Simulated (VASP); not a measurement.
# Ti8HO16 (a cell with a defect) in VASP: notebook, part 2 of 3

VASP 6.6.1.

**3. Single point, PBE, collinear spin**

INCAR

```
SYSTEM = Ti8HO16
PREC = Accurate
ENCUT = 520
EDIFF = 1E-6
ISMEAR = -1
SIGMA = 0.02
LREAL = Auto
LASPH = .TRUE.
NELM = 150
ALGO = Normal
ISIF = 2
LWAVE = .FALSE.
LCHARG = .FALSE.
ISPIN = 2
MAGMOM = 0.1 0.08 0.1 0.08 0.05 0.12 0.07 0.12 0 0 0 0 0 0 0 0 0 0 0 0 0 0 0 0 0
LORBIT = 11
LMAXMIX = 4
GGA = PE
NBANDS = 118
```

KPOINTS

```
regular mesh
0
G
  2 2 2
  0 0 0
```

POSCAR

```
Ti8HO16
1.0
   -4.5922000000     -4.5922000000      0.0000000000
    4.5922000000     -4.5922000000      0.0000000000
    0.0000000000      0.0000000000      5.9148000000
Ti O H
8 16 1
Direct
    0.4747615522      0.5159618484      0.0664773112
   -0.0442816079      0.5198488742      0.2219686211
    0.5054331257      0.4789534428      0.5057482924
    0.0283524237      0.5094725839      0.7139886387
    0.0202735073      0.0463829973      0.0351829310
    0.4936196159     -0.0000871042      0.2563738419
    0.0078067157     -0.0165389138      0.5162135660
    0.5190867123     -0.0336766691      0.7369310881
    0.1743717608      0.5567810635     -0.0089605735
    0.0260550499      0.1995448804      0.2774227362
    0.7802578285      0.4652671922     -0.0107019679
   -0.0276011498      0.8052240756      0.2743964293
    0.2174230216      0.5374003745      0.4922059917
    0.0232241627      0.2032468098      0.7727902888
    0.8113540351      0.4697966116      0.4912592142
   -0.0360829232      0.7950437699      0.7407012917
    0.6990004791      0.0196093376     -0.0173125042
    0.5377161273      0.7077871173      0.2755968080
    0.2850376726     -0.0291036976      0.0150977210
    0.4430120639      0.2878576717      0.2451646717
    0.7295740604      0.0303013806      0.4543348888
    0.5089935107      0.6857061975      0.7670758098
    0.3385087758     -0.0509777449      0.5191553391
    0.4790514350      0.2970689430      0.7539730845
    0.7098122904      0.1664561648     -0.0562994522
```

Potentials or basis: VASP PAW PBE potentials, release 64 (Ti_sv, O, H).

Launch:

```sh
cat potpaw_PBE.64/Ti_sv/POTCAR potpaw_PBE.64/O/POTCAR potpaw_PBE.64/H/POTCAR > POTCAR
mpirun -np 1 vasp_std > vasp.out
```

Wall time 26 min (1 thread of Oxide Virtual Turin-like, shared host); peak memory 0.55 GiB.

The run converged. Its results:

| Property | Result |
| --- | --- |
| Free energy | -213.2267 eV |
| Pressure | 12.7 GPa |
| Largest force | 5.642 eV/Å |
| Net moment | -0.91 μB per cell |
| Site moments | Ti -0.19, -0.02, -0.22, -0.03, -0.20, -0.05, -0.12 (each value once); O +0.00, +0.01 (each value once); H -0.00 μB |
| Valence electrons inside the program's atomic spheres | Ti 10.35, 10.34, 10.29, 10.33, 10.50, 10.36, 10.39 (each value once); O 5.07, 5.10, 5.04, 5.09, 5.06, 5.22, 5.11, 5.05, 5.12, 5.00 (each value once); H 0.72 |

Forces in eV/Å, atoms in the order of the input:
```
Ti   0.312  0.512 -5.610
Ti  -0.576 -0.640 -0.563
Ti  -0.823  0.587  4.092
Ti  -0.062  0.241  0.789
Ti  -1.637  1.294 -1.720
Ti  -0.129 -0.107  0.220
Ti   0.154  0.007  1.235
Ti   0.156  0.030 -0.402
O   -1.472  0.200  1.121
O    0.757 -1.625 -0.012
O    0.046 -0.099  1.033
O   -0.452 -0.289 -1.484
O    0.580  1.022 -0.265
O   -0.075  0.103 -0.763
O    0.439  0.189  0.402
O    0.314 -0.427  0.226
O   -0.635 -1.299  1.886
O   -0.583  0.229 -0.192
O   -1.567 -1.269 -0.363
O   -0.124 -0.975  0.554
O    1.889  1.738  1.866
O   -0.240 -0.641  0.237
O    3.180  1.675 -1.891
O   -0.569  0.239 -0.358
H    1.117 -0.696 -0.038
```

Stress tensor (GPa, compression positive):
```
13.76  0.66 -1.11
 0.66  8.53 -3.59
-1.11 -3.59 15.91
```

Levels at points of the mesh, in eV from the Fermi level:
Spin up:
```
           k point  band 94  band 95  band 96  band 97  band 98  band 99
(0.00, 0.00, 0.00)    -2.53    -2.43    -2.19     0.11     0.14     0.41
(0.50, 0.00, 0.00)    -2.68    -2.48    -2.45     0.11     0.28     0.37
(0.00, 0.50, 0.00)    -2.91    -2.56    -2.42     0.10     0.17     0.44
(0.50, 0.50, 0.00)    -2.72    -2.54    -2.32     0.01     0.15     0.24
(0.00, 0.00, 0.50)    -2.89    -2.71    -2.52     0.13     0.42     0.54
(0.50, 0.00, 0.50)    -2.64    -2.54    -2.39     0.15     0.41     0.47
(0.00, 0.50, 0.50)    -2.84    -2.55    -2.41     0.27     0.44     0.45
(0.50, 0.50, 0.50)    -2.64    -2.61    -2.29     0.32     0.47     0.56
```
Spin down:
| k point | band 94 | band 95 | band 96 | band 97 | band 98 | band 99 | band 100 | band 101 |
| --- | --- | --- | --- | --- | --- | --- | --- | --- |
| (0.00, 0.00, 0.00) | -2.53 | -2.44 | -2.18 | -0.24 | -0.06 | 0.31 | 0.37 | 0.46 |
| (0.50, 0.00, 0.00) | -2.69 | -2.48 | -2.47 | -0.24 | 0.11 | 0.31 | 0.39 | 0.43 |
| (0.00, 0.50, 0.00) | -2.92 | -2.56 | -2.42 | -0.10 | 0.03 | 0.26 | 0.37 | 0.46 |
| (0.50, 0.50, 0.00) | -2.72 | -2.54 | -2.32 | -0.12 | 0.01 | 0.07 | 0.24 | 0.39 |
| (0.00, 0.00, 0.50) | -2.89 | -2.73 | -2.52 | -0.27 | 0.30 | 0.44 | 0.53 | 0.61 |
| (0.50, 0.00, 0.50) | -2.64 | -2.56 | -2.39 | -0.25 | 0.30 | 0.39 | 0.44 | 0.50 |
| (0.00, 0.50, 0.50) | -2.85 | -2.56 | -2.41 | 0.07 | 0.13 | 0.34 | 0.45 | 0.64 |
| (0.50, 0.50, 0.50) | -2.64 | -2.61 | -2.28 | 0.04 | 0.24 | 0.45 | 0.49 | 0.59 |

Caveat: the k points lie up to 0.53 Å⁻¹ apart; semilocal functionals often make such compounds metallic where correlation or magnetic order opens a gap, which also shifts bond lengths.

**4. Single point, PBE, collinear spin**

INCAR

```
SYSTEM = Ti8HO16
PREC = Accurate
ENCUT = 520
EDIFF = 1E-7
ISMEAR = -1
SIGMA = 0.02
LREAL = Auto
LASPH = .TRUE.
NELM = 150
ALGO = Normal
ISIF = 2
LWAVE = .FALSE.
LCHARG = .FALSE.
ISPIN = 2
MAGMOM = 0 0 0 0 0 0 0 0 0 0 0 0 0 0 0 0 0 0 0 0 0 0 0 0 1
LORBIT = 11
LMAXMIX = 4
GGA = PE
NBANDS = 118
```

KPOINTS

```
Automatic mesh
0
G
  2 2 2
  0 0 0
```

POSCAR

```
Ti8HO16
1.0
   -4.5922000000     -4.5922000000      0.0000000000
    4.5922000000     -4.5922000000      0.0000000000
    0.0000000000      0.0000000000      5.9148000000
Ti O H
8 16 1
Direct
    0.5122272549      0.5606136492      0.0285385812
   -0.0237794521      0.4835155263      0.2782511666
    0.5278624624      0.5276447019      0.5351491175
    0.0360829232      0.5158311920      0.7635423007
    0.0006423936     -0.0569770480      0.0179549604
    0.4977788424      0.0310526545      0.2870595794
   -0.0103436261      0.0231479465      0.5158247109
    0.4666390837      0.0282435434      0.7704571583
    0.2069160751      0.4963851749      0.0329850544
    0.0036583772      0.1629066678      0.2374213836
    0.8132267758      0.4440790906     -0.0058328261
   -0.0267518836      0.7894799878      0.2558159194
    0.1912155394      0.5170724272      0.4969398796
   -0.0252819999      0.1948956927      0.7643876378
    0.8139127216      0.5145355167      0.5245824035
   -0.0304755890      0.8211423718      0.7399235815
    0.6782805627      0.0547014503      0.0045141002
    0.5541679369      0.7270480380      0.2638973423
    0.2990832281     -0.0404925744      0.0234158382
    0.5077413876      0.3593157964      0.2755460878
    0.6841383215      0.0075780672      0.4953844593
    0.5741474674      0.7354644833      0.7625109894
    0.3219154218      0.0576847698      0.4829749104
    0.4568507469      0.3284809024      0.7717758842
    0.7303362223      0.1856953094     -0.0517346318
```

Potentials or basis: VASP PAW PBE potentials, release 64 (Ti_sv, O, H).

Launch:

```sh
cat potpaw_PBE.64/Ti_sv/POTCAR potpaw_PBE.64/O/POTCAR potpaw_PBE.64/H/POTCAR > POTCAR
mpirun -np 1 vasp_std > vasp.out
```

OUTCAR:

```text
SYSTEM = Ti8HO16
   PREC = Accurate
   ENCUT = 520
   EDIFF = 1E-7
   ISMEAR = -1
   LREAL = Auto
   LASPH = .TRUE.
   NELM = 150
   ISIF = 2
   ISPIN = 2
   LORBIT = 11
   GGA = PE

 ion  position               nearest neighbor table
   1  0.512  0.561  0.029-  18 1.78  20 1.96  22 1.98   9 2.03  11 2.11  24 2.17
   2  0.976  0.484  0.278-  15 1.81  13 1.92  12 1.99  11 2.00   9 2.09  10 2.10   4 2.90
   3  0.528  0.528  0.535-  15 1.86  20 1.89  22 1.93  24 1.96  18 2.07  13 2.20
   4  0.036  0.516  0.764-  13 1.87   9 1.95  15 2.02  16 2.03  11 2.04  14 2.12   2 2.90
   5  0.001  0.943  0.018-  12 1.73  16 1.84  10 1.93  19 1.94  17 2.22  14 2.23
   6  0.498  0.031  0.287-  23 1.64  21 1.73  18 2.01  17 2.05  19 2.08  20 2.13   8 2.87
   7  0.990  0.023  0.516-  14 1.85  16 1.87  10 1.88  21 1.99  12 2.16  23 2.18
   8  0.467  0.028  0.770-  19 1.90  24 1.95  23 1.95  17 1.96  22 2.03  21 2.16   6 2.87
   9  0.207  0.496  0.033-   4 1.95   1 2.03   2 2.09
  10  0.004  0.163  0.237-   7 1.88   5 1.93   2 2.10
  11  0.813  0.444  0.994-   2 2.00   4 2.04   1 2.11
  12  0.973  0.789  0.256-   5 1.73   2 1.99   7 2.16
  13  0.191  0.517  0.497-   4 1.87   2 1.92   3 2.20
  14  0.975  0.195  0.764-   7 1.85   4 2.12   5 2.23
  15  0.814  0.515  0.525-   2 1.81   3 1.86   4 2.02
  16  0.970  0.821  0.740-   5 1.84   7 1.87   4 2.03
  17  0.678  0.055  0.005-  25 0.97   8 1.96   6 2.05   5 2.22
  18  0.554  0.727  0.264-   1 1.78   6 2.01   3 2.07
  19  0.299  0.960  0.023-   8 1.90   5 1.94   6 2.08
  20  0.508  0.359  0.276-   3 1.89   1 1.96   6 2.13
  21  0.684  0.008  0.495-   6 1.73   7 1.99   8 2.16
  22  0.574  0.735  0.763-   3 1.93   1 1.98   8 2.03
  23  0.322  0.058  0.483-   6 1.64   8 1.95   7 2.18
  24  0.457  0.328  0.772-   8 1.95   3 1.96   1 2.17
  25  0.730  0.186  0.948-  17 0.97

  LATTYP: Found a simple tetragonal cell.
 ALAT       =     6.4943515211
 C/A-ratio  =     0.9107606788

  Lattice vectors:

 A1 = (  -4.5922000000,  -4.5922000000,   0.0000000000)
 A2 = (   4.5922000000,  -4.5922000000,   0.0000000000)
 A3 = (   0.0000000000,   0.0000000000,   5.9148000000)

Analysis of symmetry for initial positions (statically):
=====================================================================
 Subroutine PRICEL returns:
 Original cell was already a primitive cell.

 Routine SETGRP: Setting up the symmetry group for a
 simple tetragonal supercell.

 Subroutine GETGRP returns: Found  1 space group operations
 (whereof  1 operations were pure point group operations)
 out of a pool of 16 trial point group operations.

The static configuration has the point symmetry C_1 .

Analysis of symmetry for dynamics (positions and initial velocities):
=====================================================================
 Subroutine PRICEL returns:
 Original cell was already a primitive cell.

 Routine SETGRP: Setting up the symmetry group for a
 simple tetragonal supercell.

 Subroutine GETGRP returns: Found  1 space group operations
 (whereof  1 operations were pure point group operations)
 out of a pool of 16 trial point group operations.

The dynamic configuration has the point symmetry C_1 .

Analysis of structural, dynamic, and magnetic symmetry:
=====================================================================
 Subroutine PRICEL returns:
 Original cell was already a primitive cell.

 Routine SETGRP: Setting up the symmetry group for a
 simple tetragonal supercell.

 Subroutine GETGRP returns: Found  1 space group operations
 (whereof  1 operations were pure point group operations)
 out of a pool of 16 trial point group operations.
[... 146 lines left out ...]
   EFERMI_NEDOS =   21; number of points for ismear=-14 and -15
   IALGO  =     38    algorithm
   IMIX   =      4    mixing-type and parameters
     AMIX     =   0.40;   BMIX     =  1.00
     AMIX_MAG =   1.60;   BMIX_MAG =  1.00
  volume/ion in A,a.u.               =       9.98        67.34
  Fermi-wavevector in a.u.,A,eV,Ry     =   1.502877  2.840025 30.730645  2.258639
  Thomas-Fermi vector in A             =   2.614060
   LORBIT       =     11    0 simple, 1 ext, 2 COOP (PROOUT), +10 PAW based schemes
   GGA     = PE    functional components
   LHFCALC =     F    Hartree Fock is set to
   AEXX    =    0.0000 exact exchange contribution
   IVDW    =     0    specifies the selected vdW correction
   LEPSILON=     F    determine dielectric tensor
   LRPA    =     F    only Hartree local field effects (RPA)
 spin polarized calculation
  energy-cutoff  :      520.00
  volume of cell :      249.47
 maximum number of plane-waves:      6748
   NGX = 25   NGY = 25   NGZ = 21

 number of electron     193.0000018 magnetization       0.0169935

 number of electron     193.0000018 magnetization      -0.5985365

 Free energy of the ion-electron system (eV)
  ---------------------------------------------------
  ext. energy  EPLUGINS =         0.00000000
  ---------------------------------------------------
  free energy    TOTEN  =      -212.76285933 eV

  energy without entropy =     -212.75232200  energy(sigma->0) =     -212.75759067

 E-fermi :   7.2720     XC(G=0): -11.4618

 val. band max:        7.2644364517   @ k =   0.5000   0.0000   0.0000
 cond. band min:       7.2912701843   @ k =   0.5000   0.5000   0.0000
 fundamental gap:      0.0268337326
 Fermi energy:         7.2720383131

 spin component 1

 k-point     1 :       0.0000    0.0000    0.0000
  band No.  band energies     occupation
      1     -51.6592      1.00000
      2     -51.4823      1.00000
      3     -51.4465      1.00000
      4     -51.4142      1.00000
      5     -51.4004      1.00000
      6     -51.3995      1.00000
[... 877 lines left out ...]
    107       8.2929      0.00000
    108       8.4143      0.00000
 Fermi energy:         7.2720383131

 spin component 2

 k-point     1 :       0.0000    0.0000    0.0000
  band No.  band energies     occupation
      1     -51.8198      1.00000
      2     -51.6046      1.00000
      3     -51.5324      1.00000
      4     -51.5188      1.00000
      5     -51.4701      1.00000
      6     -51.4344      1.00000
[... 877 lines left out ...]
    107       8.2195      0.00000
    108       8.3202      0.00000
 [bands above 108 left out]

------------------------ aborting loop because EDIFF is reached ----------------------------------------

  FORCE on cell =-STRESS in cart. coord.  units (eV):
  Direction    XX          YY          ZZ          XY          YZ          ZX
  --------------------------------------------------------------------------------------
  -------------------------------------------------------------------------------------
  Total       20.3084524     14.8050805     26.1952063      4.3688326      0.2648147      3.3993830
  in kB      130.4294805     95.0844959    168.2367064     28.0584930      1.7007519     21.8322767
  external PRESSURE =     131.2502276 kB  Pullay stress =       0.0000000 kB

 VOLUME and BASIS-vectors are now :
 -----------------------------------------------------------------------------
  energy-cutoff  :      520.00
  volume of cell :      249.47
      direct lattice vectors                 reciprocal lattice vectors
    -4.592200000 -4.592200000  0.000000000    -0.108880275 -0.108880275  0.000000000
     4.592200000 -4.592200000  0.000000000     0.108880275 -0.108880275  0.000000000
     0.000000000  0.000000000  5.914800000     0.000000000  0.000000000  0.169067424

 POSITION                                       TOTAL-FORCE (eV/Angst)
 -----------------------------------------------------------------------------------
      0.22220     -4.92670      0.16880        -1.164817      1.608346     -0.133613
     -2.26260     -6.70340      1.64580        -1.288889     -0.094343     -2.720126
     -0.00100     -4.84710      3.16530         0.253897      1.618787     -0.674198
      2.20310     -2.53450      4.51620        -1.014445      1.389634      1.252839
      4.32760     -4.33350      0.10620         1.715889     -2.457095     -0.128683
     -2.14330     -2.42850      1.69790        -1.686625     -2.316042     -4.852232
[... 17 lines left out ...]
     -0.58950     -3.60640      4.56490        -0.954121     -0.811171     -0.523024
     -2.50110     -4.20660      5.60880         0.645667     -1.593200      0.315652
 -----------------------------------------------------------------------------------
    total drift:                                0.032218     -0.010182     -0.007616

  FREE ENERGIE OF THE ION-ELECTRON SYSTEM (eV)
  ---------------------------------------------------
  free  energy   TOTEN  =      -212.7628593334 eV

  energy  without entropy=     -212.7523220031  energy(sigma->0) =     -212.75759067

 total charge

# of ion       s       p       d       tot
------------------------------------------
    1        2.217   6.272   1.788  10.277
    2        2.216   6.281   1.784  10.282
    3        2.218   6.285   1.794  10.297
    4        2.205   6.257   1.758  10.220
    5        2.238   6.313   1.923  10.473
    6        2.268   6.372   2.046  10.687
[... 17 lines left out ...]
   24        1.572   3.466   0.000   5.038
   25        0.593   0.144   0.000   0.737
--------------------------------------------------
tot         43.619 106.604  14.722 164.945

 magnetization (x)

# of ion       s       p       d       tot
------------------------------------------
    1       -0.000  -0.000  -0.041  -0.042
    2       -0.001  -0.001  -0.110  -0.112
    3       -0.001  -0.001  -0.093  -0.095
    4       -0.001  -0.001  -0.115  -0.118
    5       -0.001  -0.000  -0.023  -0.024
    6       -0.000  -0.000  -0.017  -0.017
[... 17 lines left out ...]
   24        0.000   0.012   0.000   0.012
   25       -0.000  -0.000   0.000  -0.000
--------------------------------------------------
tot         -0.004   0.070  -0.583  -0.518
```

Run time: 43 min. Hardware: 1 thread of Oxide Virtual Turin-like, shared host; peak memory 0.55 GiB.

Results:

- Free energy: -212.7629 eV
- Pressure: 13.1 GPa
- Largest force: 7.549 eV/Å
- Net moment: -0.60 μB per cell
- Site moments: Ti -0.04, -0.11, -0.10, -0.12, -0.02, -0.15 (each value once); O +0.01, +0.00 (each value once); H -0.00 μB
- Valence electrons inside the program's atomic spheres: Ti 10.28, 10.30, 10.22, 10.47, 10.69, 10.34, 10.26 (each value once); O 5.03, 5.08, 5.10, 5.06, 5.13, 5.12, 5.21, 5.16, 5.04 (each value once); H 0.74

Forces on the atoms (eV/Å):
```
Ti  -1.165  1.608 -0.134
Ti  -1.289 -0.094 -2.720
Ti   0.254  1.619 -0.674
Ti  -1.014  1.390  1.253
Ti   1.716 -2.457 -0.129
Ti  -1.687 -2.316 -4.852
Ti   1.596 -0.325 -0.243
Ti   0.182 -0.131 -0.183
O    1.356 -0.738 -0.941
O    1.234 -1.097  0.738
O    2.038 -1.173  0.767
O   -0.849  0.979  1.279
O   -0.346 -0.799  0.594
O   -1.247 -1.099 -1.354
O   -0.563  0.801  0.701
O   -2.772  1.184  0.250
O   -1.175  0.063 -0.397
O    1.044  0.118  0.542
O    0.082 -0.035 -1.123
O   -1.331  0.885 -0.305
O   -0.748 -2.471  2.040
O    1.155  1.788  0.612
O    3.838  4.703  4.488
O   -0.954 -0.811 -0.523
H    0.646 -1.593  0.316
```

Stress tensor (GPa, compression positive):
```
13.04  2.81  2.18
 2.81  9.51  0.17
 2.18  0.17 16.82
```

Caveat: the k points lie up to 0.53 Å⁻¹ apart; the atoms stand as in a frame of molecular dynamics; semilocal functionals often make such compounds metallic where correlation or magnetic order opens a gap, which also shifts bond lengths.

(Continued in part 3 of 3.)
